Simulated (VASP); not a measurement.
# MgO (Fm-3m) in VASP: single point with r2SCAN

Aim: the single point of MgO with r2SCAN.

Program: VASP 6.6.1. These are calculated values, not measurements. Logs are shortened: lines on timing, memory, paths and dates and some standing lists are left out, and cuts for length are marked.

### 1 The cell of the first run

Symmetry: Fm-3m, No. 225, cubic system. Conventional cell: a = 4.358 Å, b = 4.358 Å, c = 4.358 Å, α = 90.00°, β = 90.00°, γ = 90.00°. Within 2.9 Å of Mg (site symmetry m-3m) lie 6 O at 2.18 Å. O (site symmetry m-3m) has 6 Mg at 2.18 Å within 2.9 Å.

### 2 Single point, r2SCAN

POSCAR

```
MgO
1.0
    0.0000000000      2.1790000000      2.1790000000
    2.1790000000      0.0000000000      2.1790000000
    2.1790000000      2.1790000000      0.0000000000
Mg O
1 1
Direct
    0.0000000000      0.0000000000      0.0000000000
    0.5000000000      0.5000000000      0.5000000000
```

INCAR.step1

```
SYSTEM = MgO
  ALGO = Normal
  EDIFF = 1E-5
  ENCUT = 920
  GGA = PE
  GGA_COMPAT = .False.
  ISMEAR = 0
  LASPH = .True.
  LCHARG = .False.
  LREAL = .False.
  LWAVE = .True.
  NBANDS = 15
  NELM = 120
  PREC = Accurate
  SIGMA = 0.02
```

INCAR.step2

```
SYSTEM = MgO
  ALGO = Normal
  EDIFF = 1E-6
  ENCUT = 920
  GGA_COMPAT = .False.
  ISIF = 2
  ISMEAR = 0
  ISTART = 1
  LASPH = .True.
  LCHARG = .False.
  LMIXTAU = .True.
  LREAL = .False.
  LWAVE = .False.
  METAGGA = R2SCAN
  NBANDS = 15
  NELM = 120
  PREC = Accurate
  SIGMA = 0.02
```

KPOINTS

```
k-points
0
Gamma
  8 8 8
  0 0 0
```

Potentials or basis: VASP PAW PBE potentials, release 64 (Mg_sv, O).

Started as:

```
$ cat potpaw_PBE.64/Mg_sv/POTCAR potpaw_PBE.64/O/POTCAR > POTCAR
$ cp INCAR.step1 INCAR
$ mpirun -np 1 vasp_std > vasp.out
$ cp INCAR.step2 INCAR
$ mpirun -np 1 vasp_std > vasp.out
```

OUTCAR:

```text
SYSTEM = MgO
   EDIFF = 1E-6
   ENCUT = 920
   ISIF = 2
   ISMEAR = 0
   ISTART = 1
   LASPH = .True.
   LREAL = .False.
   METAGGA = R2SCAN
   NELM = 120
   PREC = Accurate

 ion  position               nearest neighbor table
   1  0.000  0.000  0.000-
   2  0.500  0.500  0.500-

  LATTYP: Found a face centered cubic cell.
 ALAT       =     4.3580000000

  Lattice vectors:

 A1 = (   0.0000000000,   2.1790000000,   2.1790000000)
 A2 = (   2.1790000000,   0.0000000000,   2.1790000000)
 A3 = (   2.1790000000,   2.1790000000,   0.0000000000)

Analysis of symmetry for initial positions (statically):
=====================================================================
 Subroutine PRICEL returns:
 Original cell was already a primitive cell.

 Routine SETGRP: Setting up the symmetry group for a
 face centered cubic supercell.

 Subroutine GETGRP returns: Found 48 space group operations
 (whereof 48 operations were pure point group operations)
 out of a pool of 48 trial point group operations.

The static configuration has the point symmetry O_h .

Analysis of symmetry for dynamics (positions and initial velocities):
=====================================================================
 Subroutine PRICEL returns:
 Original cell was already a primitive cell.

 Routine SETGRP: Setting up the symmetry group for a
 face centered cubic supercell.

 Subroutine GETGRP returns: Found 48 space group operations
 (whereof 48 operations were pure point group operations)
 out of a pool of 48 trial point group operations.

The dynamic configuration has the point symmetry O_h .

 Subroutine INISYM returns: Found 48 space group operations
 (whereof 48 operations are pure point group operations),
 and found     1 'primitive' translations

----------------------------------------------------------------------------------------

                                     Primitive cell

  volume of cell :      20.6920

  direct lattice vectors                    reciprocal lattice vectors
     0.000000000  2.179000000  2.179000000    -0.229463056  0.229463056  0.229463056
     2.179000000  0.000000000  2.179000000     0.229463056 -0.229463056  0.229463056
     2.179000000  2.179000000  0.000000000     0.229463056  0.229463056 -0.229463056

  length of vectors
     3.081571352  3.081571352  3.081571352     0.397441672  0.397441672  0.397441672

  position of ions in fractional coordinates (direct lattice)
     0.000000000  0.000000000  0.000000000
     0.500000000  0.500000000  0.500000000

  ion indices of the primitive-cell ions
   primitive index   ion index
                 1           1
                 2           2

----------------------------------------------------------------------------------------

 KPOINTS: k-points

Automatic generation of k-mesh.
 Grid dimensions read from file:
 generate k-points for:    8    8    8

 Generating k-lattice:

  Cartesian coordinates                     Fractional coordinates (reciprocal lattice)
    -0.028682882  0.028682882  0.028682882     0.125000000  0.000000000  0.000000000
     0.028682882 -0.028682882  0.028682882     0.000000000  0.125000000  0.000000000
     0.028682882  0.028682882 -0.028682882     0.000000000  0.000000000  0.125000000

  Length of vectors
     0.049680209  0.049680209  0.049680209

  Shift w.r.t. Gamma in fractional coordinates (k-lattice)
     0.000000000  0.000000000  0.000000000

 Subroutine IBZKPT returns following result:
 ===========================================

 Found     29 irreducible k-points:

 Following reciprocal coordinates:
            Coordinates               Weight
  0.000000  0.000000  0.000000      1.000000
  0.125000  0.000000  0.000000      8.000000
  0.250000  0.000000  0.000000      8.000000
  0.375000  0.000000  0.000000      8.000000
  0.500000  0.000000  0.000000      4.000000
  0.125000  0.125000  0.000000      6.000000
[... 16 lines left out ...]
  0.500000  0.250000  0.125000     48.000000
 -0.375000  0.250000  0.125000     24.000000
 [... further k-points ...]
   k-points           NKPTS =     29   k-points in BZ     NKDIM =     29   number of bands    NBANDS=     15
   number of dos      NEDOS =    301   number of ions     NIONS =      2
   total plane-waves  NPLWV =  27000
   dimension x,y,z NGX =    30 NGY =   30 NGZ =   30
   dimension x,y,z NGXF=    60 NGYF=   60 NGZF=   60
   ions per type =               1   1
   NGX,Y,Z   is equivalent  to a cutoff of  16.18, 16.18, 16.18 a.u.
   NGXF,Y,Z  is equivalent  to a cutoff of  32.37, 32.37, 32.37 a.u.
 SYSTEM =  MgO
   PREC   = accura    normal or accurate (medium, high low for compatibility)
   ISTART =      1    job   : 0-new  1-cont  2-samecut
   ICHARG =      0    charge: 1-file 2-atom 10-const
   ISPIN  =      1    spin polarized calculation?
   LNONCOLLINEAR =      F non collinear calculations
   LSORBIT =      F    spin-orbit coupling
   LASPH  =      T    aspherical Exc in radial PAW
   ENCUT  =  920.0 eV  67.62 Ry    8.22 a.u.   7.62  7.62  7.62*2*pi/ulx,y,z
   NELM   =    120;   NELMIN=  2; NELMDL=  0     # of ELM steps
   EDIFF  = 0.1E-05   stopping-criterion for ELM
   LREAL  =      F    real-space projection
   EDIFFG = 0.1E-04   stopping-criterion for IOM
   NSW    =      0    number of steps for IOM
   IBRION =     -1    ionic relax: 0-MD 1-quasi-New 2-CG
   NFREE  =      0    steps in history (QN), initial steepest desc. (CG)
   ISIF   =      2    stress and relaxation
   ISYM   =      2    0-nonsym 1-usesym 2-fastsym
   POTIM  = 0.5000    time-step for ionic-motion
   TEBEG  =    0.0;   TEEND  =   0.0 temperature during run
   PSTRESS=    0.0 pullay stress
   NELECT =      16.0000    total number of electrons
   NUPDOWN=      -1.0000    fix difference up-down
   EMIN   =  10.00;   EMAX   =-10.00  energy-range for DOS
   EFERMI =   0.00;   METHOD = LEGACY
   ISMEAR =     0;   SIGMA  =   0.02  broadening in eV -4-tet -1-fermi 0-gaus
   EFERMI_NEDOS =   21; number of points for ismear=-14 and -15
   IALGO  =     38    algorithm
   IMIX   =      4    mixing-type and parameters
     AMIX     =   0.40;   BMIX     =  1.00
     AMIX_MAG =   1.60;   BMIX_MAG =  1.00
  volume/ion in A,a.u.               =      10.35        69.82
  Fermi-wavevector in a.u.,A,eV,Ry     =   1.502615  2.839530 30.719922  2.257851
  Thomas-Fermi vector in A             =   2.613832
   LORBIT       =      0    0 simple, 1 ext, 2 COOP (PROOUT), +10 PAW based schemes
   METAGGA = R2SCAN    functional components
   LHFCALC =     F    Hartree Fock is set to
   AEXX    =    0.0000 exact exchange contribution
   IVDW    =     0    specifies the selected vdW correction
   LEPSILON=     F    determine dielectric tensor
   LRPA    =     F    only Hartree local field effects (RPA)
 non-spin polarized calculation
 Gauss-broadening in eV      SIGMA  =   0.02
  energy-cutoff  :      920.00
  volume of cell :       20.69
 maximum number of plane-waves:      1363
   NGX = 15   NGY = 15   NGZ = 15

 number of electron      16.0000008 magnetization

 Free energy of the ion-electron system (eV)
  ---------------------------------------------------
  ext. energy  EPLUGINS =         0.00000000
  ---------------------------------------------------
  free energy    TOTEN  =       -16.06034194 eV

  energy without entropy =      -16.06034194  energy(sigma->0) =      -16.06034194

 E-fermi :   1.9603     XC(G=0): -11.4857

 val. band max:        1.8312369242   @ k =   0.0000   0.0000   0.0000
 cond. band min:       6.5118952785   @ k =   0.0000   0.0000   0.0000
 fundamental gap:      4.6806583543
 Fermi energy:         1.9603347559

 k-point     1 :       0.0000    0.0000    0.0000
  band No.  band energies     occupation
      1     -73.5452      2.00000
      2     -38.6381      2.00000
      3     -38.6381      2.00000
      4     -38.6381      2.00000
      5     -15.8715      2.00000
      6       1.8312      2.00000
      7       1.8312      2.00000
      8       1.8312      2.00000
      9       6.5119      0.00000
     10      18.0830      0.00000
     11      18.0830      0.00000
     12      18.0830      0.00000
     13      21.8993      0.00000
     14      23.6350      0.00000
     15      23.6350      0.00000

 k-point     2 :       0.1250    0.0000    0.0000
  band No.  band energies     occupation
      1     -73.5443      2.00000
      2     -38.6462      2.00000
      3     -38.6389      2.00000
      4     -38.6389      2.00000
      5     -15.7360      2.00000
      6       0.9541      2.00000
      7       1.7423      2.00000
      8       1.7423      2.00000
      9       7.4099      0.00000
     10      16.4318      0.00000
     11      18.4033      0.00000
     12      18.4033      0.00000
     13      22.5442      0.00000
     14      22.5442      0.00000
     15      23.8383      0.00000

 k-point     3 :       0.2500    0.0000    0.0000
  band No.  band energies     occupation
      1     -73.5426      2.00000
      2     -38.6657      2.00000
      3     -38.6409      2.00000
      4     -38.6409      2.00000
      5     -15.3895      2.00000
      6      -0.5985      2.00000
      7       1.5363      2.00000
      8       1.5363      2.00000
      9       8.9140      0.00000
     10      14.8037      0.00000
     11      18.7630      0.00000
     12      18.7630      0.00000
     13      22.1662      0.00000
     14      22.1662      0.00000
     15      23.7534      0.00000
[... 343 lines left out ...]
 k-point    23 :       0.5000    0.2500    0.1250
  band No.  band energies     occupation
      1     -73.5399      2.00000
      2     -38.6798      2.00000
      3     -38.6558      2.00000
      4     -38.6467      2.00000
      5     -14.8546      2.00000
      6      -1.5184      2.00000
      7       0.2989      2.00000
      8       1.0645      2.00000
      9      11.4317      0.00000
     10      13.8192      0.00000
     11      15.8811      0.00000
     12      19.0263      0.00000
     13      21.6704      0.00000
     14      24.3251      0.00000
     15      27.8183      0.00000

 k-point    24 :      -0.3750    0.2500    0.1250
  band No.  band energies     occupation
      1     -73.5394      2.00000
      2     -38.6843      2.00000
      3     -38.6572      2.00000
      4     -38.6484      2.00000
      5     -14.7266      2.00000
      6      -1.7660      2.00000
      7       0.1137      2.00000
      8       0.9560      2.00000
      9      11.7362      0.00000
     10      14.1708      0.00000
     11      15.4938      0.00000
     12      18.7662      0.00000
     13      22.4183      0.00000
     14      23.9994      0.00000
     15      27.9982      0.00000

 [... further k-points ...]

------------------------ aborting loop because EDIFF is reached ----------------------------------------

  FORCE on cell =-STRESS in cart. coord.  units (eV):
  Direction    XX          YY          ZZ          XY          YZ          ZX
  --------------------------------------------------------------------------------------
  -------------------------------------------------------------------------------------
  Total       -1.8077800     -1.8077800     -1.8077800     -0.0000000      0.0000000      0.0000000
  in kB     -139.9762888   -139.9762888   -139.9762888     -0.0000000      0.0000000      0.0000000
  external PRESSURE =    -139.9762888 kB  Pullay stress =       0.0000000 kB

 VOLUME and BASIS-vectors are now :
 -----------------------------------------------------------------------------
  energy-cutoff  :      920.00
  volume of cell :       20.69
      direct lattice vectors                 reciprocal lattice vectors
     0.000000000  2.179000000  2.179000000    -0.229463056  0.229463056  0.229463056
     2.179000000  0.000000000  2.179000000     0.229463056 -0.229463056  0.229463056
     2.179000000  2.179000000  0.000000000     0.229463056  0.229463056 -0.229463056

 POSITION                                       TOTAL-FORCE (eV/Angst)
 -----------------------------------------------------------------------------------
      0.00000      0.00000      0.00000         0.000000      0.000000      0.000000
      2.17900      2.17900      2.17900        -0.000000     -0.000000     -0.000000
 -----------------------------------------------------------------------------------
    total drift:                                0.000000      0.000000      0.000000

  FREE ENERGIE OF THE ION-ELECTRON SYSTEM (eV)
  ---------------------------------------------------
  free  energy   TOTEN  =       -16.0603419351 eV

  energy  without entropy=      -16.0603419351  energy(sigma->0) =      -16.06034194
```

It took 41 s on 1 thread of Intel Xeon 6975P-C (Granite Rapids), shared host; peak memory 0.17 GiB.

What came out:

- Free energy: -16.0603 eV
- Pressure: -14.0 GPa
- Band gap on the k mesh: 4.68 eV

Caveat: the cell stands under tension; the PAW data sets were made with another functional, which shifts forces and pressure a little. r2SCAN opens gaps a little over a GGA but as a rule still falls short of measured ones.
